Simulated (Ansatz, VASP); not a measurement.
# One calculation of Al, two programs

Contents of INCAR:

```
ALGO = Normal ; EDIFF = 1E-6
EDIFFG = -0.01 ; ENCUT = 600
GGA = RE ; IBRION = 2
ISIF = 3 ; ISMEAR = -1
LASPH = T ; LCHARG = F
LREAL = F ; LWAVE = F
NELM = 80 ; NSW = 80
PREC = Accurate ; SIGMA = 0.1
```

Contents of KPOINTS:

```
k-points
0
Gamma
  13 13 7
```

POSCAR

```
Al
1.0
    2.8634814820      0.0000000000      0.0000000000
   -1.4317407410      2.4798477067      0.0000000000
    0.0000000000      0.0000000000      4.6760652602
Al
2
Direct
    0.3333333333      0.6666666667      0.2500000000
    0.6666666667      0.3333333333      0.7500000000
```

Input for Ansatz:

```yaml
crystal:
  lattice:
    - [2.863481482, 0.0, 0.0]
    - [-1.431740741, 2.4798477067, 0.0]
    - [0.0, 0.0, 4.6760652602]
  atoms:
    - { symbol: Al, position: [0.3333333333, 0.6666666667, 0.25] }
    - { symbol: Al, position: [0.6666666667, 0.3333333333, 0.75] }
hamiltonian:
  xc: revpbe
  pseudopotentials:
    kind: paw
    azcp:
      Al: "pseudopotentials/Al.paw.azcp"
basis:
  ecutwfc: 420
  fft_grid_basis: typed
kpoints:
  mp_grid: { grid: [13, 13, 7], shift: [0, 0, 0] }
magnetization:
  spin_polarized: false
scf:
  occupations: { method: fermi_dirac, width: 0.1 }
relax:
  max_steps: 60
  f_tol: 0.01
  cell: {}
output:
  write_density: true
  write_potential: true
  elf: true
  volumetric_format: npy
```

Alike in both runs: task relaxation of cell and atoms; functional revPBE; k mesh 13 × 13 × 7; occupations fermi-dirac, width 0.1 eV; no spin polarisation.

|  | VASP | Ansatz |
| --- | --- | --- |
| version | VASP 6.6.1 | Ansatz 0.2.0 |
| potentials or method | VASP PAW PBE potentials, release 64 (Al), cutoff 600 eV | plane waves (420 eV) with PAW, scalar-relativistic |
| valence electrons in the cell | 6 | 6 |

Ansatz gave:

* relaxed volume (Å³/atom): 16.86
* relaxed cell length with the largest relative difference (Å): 4.653

Problem. Estimate VASP's values.

Solution. Relaxed volume (Å³/atom): 16.82; relaxed cell length with the largest relative difference (Å): 4.682.

VASP's potentials were made for PBE, not for revPBE.
